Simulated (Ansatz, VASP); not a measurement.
Given: the input of a run of VASP 6.6.1 on Sn.

POSCAR

```
Sn
1.0
   -1.6912936206      1.7393011766      2.2906073406
    1.6912936206     -1.7393011766      2.2906073406
    1.6912936206      1.7393011766     -2.2906073406
Sn
1
Direct
    0.0000000000      0.0000000000      0.0000000000
```

Contents of INCAR.step1:

```
  PREC = Accurate
  ENCUT = 520
  ISMEAR = -1
  SIGMA = 0.05
  LREAL = F
  LASPH = T
  NELM = 80
  NBANDS = 13
  GGA = PE
  ALGO = Normal
  EDIFF = 1E-4
  LWAVE = T
  LCHARG = F
```

INCAR.step2

```
  PREC = Accurate
  ENCUT = 520
  EDIFF = 1E-7
  ISMEAR = -1
  SIGMA = 0.05
  LREAL = F
  LASPH = T
  NELM = 80
  ALGO = Normal
  ISIF = 2
  LWAVE = F
  LCHARG = F
  METAGGA = R2SCAN
  LMIXTAU = T
  NBANDS = 13
  ISTART = 1
```

File KPOINTS:

```
Automatic mesh
0
Gamma
  11 11 11
```

Potentials or basis: VASP PAW PBE potentials, release 64 (Sn_d).

Command:

```console
$ cat potpaw_PBE.64/Sn_d/POTCAR > POTCAR
$ cp INCAR.step1 INCAR
$ mpirun -np 1 vasp_std > vasp.out
$ cp INCAR.step2 INCAR
$ mpirun -np 1 vasp_std > vasp.out
```

Task: Translate it to Ansatz 0.2.0. Potentials there: Ansatz PAW.

Result: As run (the cutoff follows the program's own potentials):

File input.yaml:

```yaml
crystal:
  lattice:
    - [-1.6912936206, 1.7393011766, 2.2906073406]
    - [1.6912936206, -1.7393011766, 2.2906073406]
    - [1.6912936206, 1.7393011766, -2.2906073406]
  atoms:
    - { symbol: Sn, position: [0.0, 0.0, 0.0] }
hamiltonian:
  xc: r2scan
  pseudopotentials: { kind: paw }
kpoints:
  mp_grid: { grid: [11, 11, 11] }
scf:
  occupations: { method: fermi_dirac, width: 0.05 }
output:
  forces: true
  stress: true
  eigenvalues: true
```

Potentials or basis: Ansatz PAW.

The run is started by

```sh
$ ansatz run input.yaml --threads 2 --pin off --max-ram 5632MiB --backend cpu --events-out ev --progress --plain --runs-dir out
```

Both were run:

|  | VASP | Ansatz | Ansatz less VASP |
| --- | --- | --- | --- |
| gap on the k mesh at the Fermi level (eV) | none | none | - |
| pressure (GPa) | 0.8 | 0.8 | 0.00 |
| traceless stress, the component that is largest in VASP (GPa) | -0.96 | -0.95 | +0.004 |

VASP's potentials were made for PBE, not for r2SCAN. A gap of «none» marks a metal or a gap that the smearing closes. With one functional, cell and mesh, what is left measures potentials, basis and numerics.
